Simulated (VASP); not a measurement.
**Cd: single point with PBE**

Cd:

```
CELL_PARAMETERS angstrom
2.95888 0.00000 0.00000
-1.47944 2.56246 0.00000
0.00000 0.00000 5.57995
ATOMIC_POSITIONS crystal
Cd 0.66667 0.33333 0.75000
Cd 0.33333 0.66667 0.25000
```

This cell differs from its parent crystal: volume scaled by 0.98.

```json
{
  "Program": "VASP 6.6.1",
  "Task": "single point",
  "Functional": "PBE",
  "Potentials or basis": "VASP PAW PBE potentials, release 64 (Cd)",
  "Cutoff": "520 eV",
  "k mesh": "10 × 10 × 5",
  "Occupations": "fermi-dirac, width 0.05 eV",
  "Spin": "no spin polarisation",
  "Dipole correction": "no",
  "Further INCAR settings": "ALGO = Normal; EDIFF = 1e-06; NBANDS = 19"
}
```

```
Pressure               : 4.6 GPa
Band gap on the k mesh : zero (band 12 reaches 4.18 eV, above the bottom of band 13 at 0.11 eV)
```

Stress tensor (GPa, compression positive):
```
5.43 0.00 0.00
0.00 5.43 0.00
0.00 0.00 2.88
```

Levels at points of the mesh, in eV from the Fermi level:
```csv
k point,band 8,band 9,band 10,band 11,band 12,band 13,band 14,band 15,band 16,band 17
"(0.00, 0.00, 0.00)",-8.64,-8.64,-8.37,-8.37,-3.00,-2.88,10.82,14.68,15.22,15.25
"(0.50, 0.00, 0.00)",-8.41,-8.10,-8.07,-2.26,-1.71,2.17,3.18,3.44,5.44,8.63
```

Run time: 13 s on 1 thread of Intel(R) Xeon(R) Platinum 8488C (Sapphire Rapids) (shared host), peak memory 0.17 GiB.
